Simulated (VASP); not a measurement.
## MgCdS4: single point with PBE

Crystal: MgCdS4.

```xyz
6
Lattice="5.9134 0.0000 0.0000 -2.9567 5.1211 0.0000 0.0000 0.0000 4.5807" Properties=species:S:1:pos:R:3 pbc="T T T"
Mg    0.0000    0.0000    0.0000
Cd    2.9567    1.7070    0.0000
S     0.0000    3.4141    0.0000
S     1.5123    4.2872    2.2904
S    -1.5123    4.2872    2.2904
S     0.0000    1.6678    2.2904
```

- Program: VASP 6.6.1
- Task: single point
- Functional: PBE
- Potentials or basis: VASP PAW PBE potentials, release 64 (Mg, Cd, S)
- Cutoff: 520 eV
- k mesh: 3 × 3 × 4
- Occupations: gaussian, width 0.1 eV
- Spin: no spin polarisation

| Property | Result |
| --- | --- |
| Pressure | -5.5 GPa |
| Largest force | 0.312 eV/Å |
| Band gap on the k mesh | zero (band 19 reaches 3.09 eV, above the bottom of band 20 at 2.70 eV) |

Forces in eV/Å, atoms in the order of the input:
```
Mg   0.000  0.000  0.000
Cd   0.000  0.000  0.000
S    0.000  0.000  0.000
S    0.270  0.156  0.000
S   -0.270  0.156  0.000
S    0.000 -0.312  0.000
```

Stress tensor (GPa, compression positive):
```
-4.36  0.00  0.00
 0.00 -4.36  0.00
 0.00  0.00 -7.83
```

Levels at points of the mesh, in eV from the Fermi level:
| k point | band 17 | band 18 | band 19 | band 20 | band 21 | band 22 |
| --- | --- | --- | --- | --- | --- | --- |
| (0.00, 0.00, 0.00) | -1.50 | -1.50 | -0.48 | 0.83 | 1.32 | 1.32 |
| (0.00, 0.00, 0.50) | -0.29 | -0.14 | -0.10 | 0.88 | 1.36 | 1.36 |

Run time: 18 s on 1 thread of AMD EPYC 9R45 (Zen 5), on a shared host, peak memory 0.24 GiB.

Caveat: the k points lie up to 0.41 Å⁻¹ apart.
